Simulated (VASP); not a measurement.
# Ti12H in VASP: relaxation of the atoms with PBE

Aim: the relaxation of the atoms of Ti12H with PBE.

Program: VASP 6.6.1. These are calculated values, not measurements. Logs are shortened: lines on timing, memory, paths and dates and some standing lists are left out, and cuts for length are marked.

## Step 1: The cell of the first run

The cell holds a slab with vacuum, 13 atoms: a = 5.815 Å, b = 5.815 Å, c = 19.306 Å, α = 90.00°, β = 90.00°, γ = 90.00°.

## Step 2: Relaxation of the atoms, PBE

The input, INCAR:

```
  ALGO = Normal
  DIPOL = 0.5 0.5 0.321
  EDIFF = 1E-7
  EDIFFG = -0.025
  ENCUT = 450
  GGA = PE
  GGA_COMPAT = False
  IBRION = 2
  IDIPOL = 3
  ISIF = 2
  ISMEAR = 0
  KPAR = 4
  LASPH = True
  LCHARG = False
  LDIPOL = True
  LREAL = False
  LWAVE = False
  NELM = 120
  NELMDL = -8
  NELMIN = 4
  NSW = 36
  PREC = Accurate
  SIGMA = 0.1
```

The input, KPOINTS:

```
k-points
0
Gamma
  5 5 1
```

The input, POSCAR:

```
Ti12H
1.0
    5.8150893848      0.0000000000      0.0000000000
    0.0000000000      5.8150893848      0.0000000000
    0.0000000000      0.0000000000     19.3059824399
Ti H
12 1
Selective dynamics
Direct
    0.2500000000      0.2500000000      0.2071896632  F F F
    0.2500000000      0.7500000000      0.2071896632  F F F
    0.7500000000      0.2500000000      0.2071896632  F F F
    0.7500000000      0.7500000000      0.2071896632  F F F
    0.0000000000      0.0000000000      0.3057583539  F F F
    0.0000000000      0.5000000000      0.3057583539  F F F
    0.5000000000      0.0000000000      0.3057583539  F F F
    0.5000000000      0.5000000000      0.3057583539  F F F
    0.2500000000      0.2500000000      0.4043297182  F F F
    0.2500000000      0.7500000000      0.4043297182  F F F
    0.7500000000      0.2500000000      0.4043297182  F F F
    0.7500000000      0.7500000000      0.4043297182  F F F
    0.2500000000      0.2500000000      0.5037807566  F F T
```

Potentials or basis: VASP PAW PBE potentials, release 64 (Ti_sv, H).

On the command line:

```sh
cat potpaw_PBE.64/Ti_sv/POTCAR potpaw_PBE.64/H/POTCAR > POTCAR
mpirun -np 4 vasp_std > vasp.out
```

OUTCAR:

```text
EDIFF = 1E-7
   EDIFFG = -0.025
   ENCUT = 450
   GGA = PE
   IBRION = 2
   ISIF = 2
   ISMEAR = 0
   LASPH = True
   LREAL = False
   NELM = 120
   NELMDL = -8
   NELMIN = 4
   NSW = 36
   PREC = Accurate

 ion  position               nearest neighbor table
   1  0.250  0.250  0.207-   5 2.80   6 2.80   7 2.80   8 2.80   2 2.91   3 2.91   2 2.91   3 2.91

   2  0.250  0.750  0.207-   5 2.80   6 2.80   7 2.80   8 2.80   1 2.91   4 2.91   1 2.91   4 2.91

   3  0.750  0.250  0.207-   5 2.80   6 2.80   7 2.80   8 2.80   1 2.91   4 2.91   4 2.91   1 2.91
[... 15 lines left out ...]
  11  0.750  0.250  0.404-   5 2.80   6 2.80   7 2.80   8 2.80   9 2.91  12 2.91  12 2.91   9 2.91

  12  0.750  0.750  0.404-   5 2.80   6 2.80   7 2.80   8 2.80  10 2.91  11 2.91  11 2.91  10 2.91

  13  0.250  0.250  0.504-

  LATTYP: Found a simple tetragonal cell.
 ALAT       =     5.8150893848
 C/A-ratio  =     3.3199803412

  Lattice vectors:

 A1 = (   5.8150893848,   0.0000000000,   0.0000000000)
 A2 = (   0.0000000000,   5.8150893848,   0.0000000000)
 A3 = (   0.0000000000,   0.0000000000,  19.3059824399)

Analysis of symmetry for initial positions (statically):
=====================================================================
 Subroutine PRICEL returns:
 Original cell was already a primitive cell.

 Routine SETGRP: Setting up the symmetry group for a
 simple tetragonal supercell.

 Subroutine GETGRP returns: Found  8 space group operations
 (whereof  2 operations were pure point group operations)
 out of a pool of 16 trial point group operations.

The static configuration has the point symmetry C_1h.
 The point group associated with its full space group is C_4v.

Analysis of symmetry for dynamics (positions and initial velocities):
=====================================================================
 Subroutine PRICEL returns:
 Original cell was already a primitive cell.

 Routine SETGRP: Setting up the symmetry group for a
 simple tetragonal supercell.

 Subroutine GETGRP returns: Found  8 space group operations
 (whereof  2 operations were pure point group operations)
 out of a pool of 16 trial point group operations.

The dynamic configuration has the point symmetry C_1h.
 The point group associated with its full space group is C_4v.

Analysis of constrained symmetry for selective dynamics:
=====================================================================
 Subroutine PRICEL returns:
 Original cell was already a primitive cell.

 Routine SETGRP: Setting up the symmetry group for a
 simple tetragonal supercell.

 Subroutine GETGRP returns: Found  8 space group operations
 (whereof  2 operations were pure point group operations)
 out of a pool of 16 trial point group operations.

The constrained configuration has the point symmetry C_1h.
 The point group associated with its full space group is C_4v.

 Subroutine INISYM returns: Found  8 space group operations
 (whereof  2 operations are pure point group operations),
 and found     1 'primitive' translations

----------------------------------------------------------------------------------------

                                     Primitive cell

  volume of cell :     652.8369

  direct lattice vectors                    reciprocal lattice vectors
     5.815089385  0.000000000  0.000000000     0.171966402  0.000000000  0.000000000
     0.000000000  5.815089385  0.000000000     0.000000000  0.171966402  0.000000000
     0.000000000  0.000000000 19.305982440     0.000000000  0.000000000  0.051797416

  length of vectors
     5.815089385  5.815089385 19.305982440     0.171966402  0.171966402  0.051797416

  position of ions in fractional coordinates (direct lattice)
     0.250000000  0.250000000  0.207189663
     0.250000000  0.750000000  0.207189663
     0.750000000  0.250000000  0.207189663
     0.750000000  0.750000000  0.207189663
     0.000000000  0.000000000  0.305758354
     0.000000000  0.500000000  0.305758354
     0.500000000  0.000000000  0.305758354
     0.500000000  0.500000000  0.305758354
     0.250000000  0.250000000  0.404329718
[... 24 lines left out ...]

Automatic generation of k-mesh.
 Grid dimensions read from file:
 generate k-points for:    5    5    1

 Generating k-lattice:

  Cartesian coordinates                     Fractional coordinates (reciprocal lattice)
     0.034393280  0.000000000  0.000000000     0.200000000  0.000000000  0.000000000
     0.000000000  0.034393280  0.000000000     0.000000000  0.200000000  0.000000000
     0.000000000  0.000000000  0.051797416     0.000000000  0.000000000  1.000000000

  Length of vectors
     0.034393280  0.034393280  0.051797416

  Shift w.r.t. Gamma in fractional coordinates (k-lattice)
     0.000000000  0.000000000  0.000000000

 Subroutine IBZKPT returns following result:
 ===========================================

 Found      6 irreducible k-points:

 Following reciprocal coordinates:
            Coordinates               Weight
  0.000000  0.000000  0.000000      1.000000
  0.200000  0.000000  0.000000      4.000000
  0.400000  0.000000  0.000000      4.000000
  0.200000  0.200000  0.000000      4.000000
  0.400000  0.200000  0.000000      8.000000
  0.400000  0.400000  0.000000      4.000000
   k-points           NKPTS =      6   k-points in BZ     NKDIM =      6   number of bands    NBANDS=     87
   number of dos      NEDOS =    301   number of ions     NIONS =     13
   total plane-waves  NPLWV = 224000
   dimension x,y,z NGX =    40 NGY =   40 NGZ =  140
   dimension x,y,z NGXF=    80 NGYF=   80 NGZF=  280
   ions per type =              12   1
   NGX,Y,Z   is equivalent  to a cutoff of  11.44, 11.44, 12.06 a.u.
   NGXF,Y,Z  is equivalent  to a cutoff of  22.87, 22.87, 24.11 a.u.
 SYSTEM =  unknown system
   PREC   = accura    normal or accurate (medium, high low for compatibility)
   ISTART =      0    job   : 0-new  1-cont  2-samecut
   ICHARG =      2    charge: 1-file 2-atom 10-const
   ISPIN  =      1    spin polarized calculation?
   LNONCOLLINEAR =      F non collinear calculations
   LSORBIT =      F    spin-orbit coupling
   LASPH  =      T    aspherical Exc in radial PAW
   ENCUT  =  450.0 eV  33.07 Ry    5.75 a.u.  10.06 10.06 33.39*2*pi/ulx,y,z
   NELM   =    120;   NELMIN=  4; NELMDL= -8     # of ELM steps
   EDIFF  = 0.1E-06   stopping-criterion for ELM
   LREAL  =      F    real-space projection
   EDIFFG = -.3E-01   stopping-criterion for IOM
   NSW    =     36    number of steps for IOM
   IBRION =      2    ionic relax: 0-MD 1-quasi-New 2-CG
   NFREE  =      1    steps in history (QN), initial steepest desc. (CG)
   ISIF   =      2    stress and relaxation
   ISYM   =      2    0-nonsym 1-usesym 2-fastsym
   POTIM  = 0.5000    time-step for ionic-motion
   TEBEG  =    0.0;   TEEND  =   0.0 temperature during run
   PSTRESS=    0.0 pullay stress
   NELECT =     145.0000    total number of electrons
   NUPDOWN=      -1.0000    fix difference up-down
   EMIN   =  10.00;   EMAX   =-10.00  energy-range for DOS
   EFERMI =   0.00;   METHOD = LEGACY
   ISMEAR =     0;   SIGMA  =   0.10  broadening in eV -4-tet -1-fermi 0-gaus
   EFERMI_NEDOS =   21; number of points for ismear=-14 and -15
   IALGO  =     38    algorithm
   IMIX   =      4    mixing-type and parameters
     AMIX     =   0.40;   BMIX     =  1.00
     AMIX_MAG =   1.60;   BMIX_MAG =  1.00
  volume/ion in A,a.u.               =      50.22       338.89
  Fermi-wavevector in a.u.,A,eV,Ry     =   0.991431  1.873533 13.373655  0.982936
  Thomas-Fermi vector in A             =   2.123172
   LORBIT       =      0    0 simple, 1 ext, 2 COOP (PROOUT), +10 PAW based schemes
   GGA     = PE    functional components
   LHFCALC =     F    Hartree Fock is set to
   AEXX    =    0.0000 exact exchange contribution
   IVDW    =     0    specifies the selected vdW correction
   LEPSILON=     F    determine dielectric tensor
   LRPA    =     F    only Hartree local field effects (RPA)
 conjugate gradient relaxation of ions
 non-spin polarized calculation
 Gauss-broadening in eV      SIGMA  =   0.10
  energy-cutoff  :      450.00
  volume of cell :      652.84
 maximum number of plane-waves:     14174
   NGX = 21   NGY = 21   NGZ = 67

 dipolmoment           0.000000      0.000000     -0.013457 electrons x Angstroem

--------------------------------------- Ionic step        1  -------------------------------------------

 number of electron     145.0000132 magnetization

 Free energy of the ion-electron system (eV)
  ---------------------------------------------------
  ext. energy  EPLUGINS =         0.00000000
  ---------------------------------------------------
  free energy    TOTEN  =       -89.86104932 eV

  energy without entropy =      -89.71203694  energy(sigma->0) =      -89.78654313

------------------------ aborting loop because EDIFF is reached ----------------------------------------

  FORCE on cell =-STRESS in cart. coord.  units (eV):
  Direction    XX          YY          ZZ          XY          YZ          ZX
  --------------------------------------------------------------------------------------
  -------------------------------------------------------------------------------------
  Total       -5.5319741     -5.5319741     -1.4395191      0.0000000     -0.0000000     -0.0000000
  in kB      -13.5764437    -13.5764437     -3.5328347      0.0000000     -0.0000000     -0.0000000
  external PRESSURE =     -10.2285740 kB  Pullay stress =       0.0000000 kB
[... 81 lines left out ...]
--------------------------------------- Ionic step        3  -------------------------------------------

 number of electron     145.0000132 magnetization

 dipolmoment           0.000000      0.000000      0.122876 electrons x Angstroem

 Free energy of the ion-electron system (eV)
  ---------------------------------------------------
  ext. energy  EPLUGINS =         0.00000000
  ---------------------------------------------------
  free energy    TOTEN  =       -89.89612212 eV

  energy without entropy =      -89.74739224  energy(sigma->0) =      -89.82175718

 E-fermi :  -0.0237     XC(G=0):  -4.7298

 val. band max:       -0.0538233204   @ k =   0.4000   0.2000   0.0000
 cond. band min:      -0.0215287743   @ k =   0.0000   0.0000   0.0000
 fundamental gap:      0.0322945460
 Fermi energy:        -0.0236898984

 k-point     1 :       0.0000    0.0000    0.0000
  band No.  band energies     occupation
      1     -56.8724      2.00000
      2     -56.8402      2.00000
      3     -56.8150      2.00000
      4     -56.8052      2.00000
      5     -56.7697      2.00000
      6     -56.7622      2.00000
[... 511 lines left out ...]
     83       0.9256      0.00000
     84       0.9341      0.00000
 [bands above 84 left out]

------------------------ aborting loop because EDIFF is reached ----------------------------------------

 vacuum level on the upper side and lower side of the slab       (xc-potential included)         0.202        -0.478

  FORCE on cell =-STRESS in cart. coord.  units (eV):
  Direction    XX          YY          ZZ          XY          YZ          ZX
  --------------------------------------------------------------------------------------
  -------------------------------------------------------------------------------------
  Total       -5.4780168     -5.4780168     -0.1843347      0.0000000      0.0000000      0.0000000
  in kB      -13.4440229    -13.4440229     -0.4523900      0.0000000      0.0000000      0.0000000
  external PRESSURE =      -9.1134786 kB  Pullay stress =       0.0000000 kB
[... 28 lines left out ...]
  FREE ENERGIE OF THE ION-ELECTRON SYSTEM (eV)
  ---------------------------------------------------
  free  energy   TOTEN  =       -89.8961221205 eV

  energy  without entropy=      -89.7473922370  energy(sigma->0) =      -89.82175718

 reached required accuracy - stopping structural energy minimisation

 vacuum level on the upper side and lower side of the slab         4.332         3.635
```

Wall time 17 min (4 MPI ranks of AMD EPYC 7R43 (Zen 3), shared host); peak memory 0.62 GiB.

Results:

| Item | Value |
| --- | --- |
| Free energy | -89.8961 eV |
| Energy gained by relaxing | 2.7 meV/atom |
| Ionic steps | 3 |
| Band gap on the k mesh | zero (an odd number of electrons rules out a gap without spin polarisation) |

The path:
| step | energy change (eV) | largest force on free atoms (eV/Å) | pressure (GPa) |
| --- | --- | --- | --- |
| 1 | 0.0000 | 0.6253 | -1.02 |
| 2 | -0.0166 | 0.4705 | -0.99 |
| 3 | -0.0351 | 0.0028 | -0.91 |

Final structure:
```
Ti H
1.0
     5.81509    0.00000    0.00000
     0.00000    5.81509    0.00000
     0.00000    0.00000   19.30598
Ti H
12 1
Cartesian
  1.4538 1.4538 4.0000
  1.4538 4.3613 4.0000
  4.3613 1.4538 4.0000
  4.3613 4.3613 4.0000
  0.0000 0.0000 5.9030
  0.0000 2.9075 5.9030
  2.9075 0.0000 5.9030
  2.9075 2.9075 5.9030
  1.4538 1.4538 7.8060
  1.4538 4.3613 7.8060
  4.3613 1.4538 7.8060
  4.3613 4.3613 7.8060
  1.4538 1.4538 9.6203
```

The gap in the log of VASP goes by the Fermi energy; the results here count the filled bands.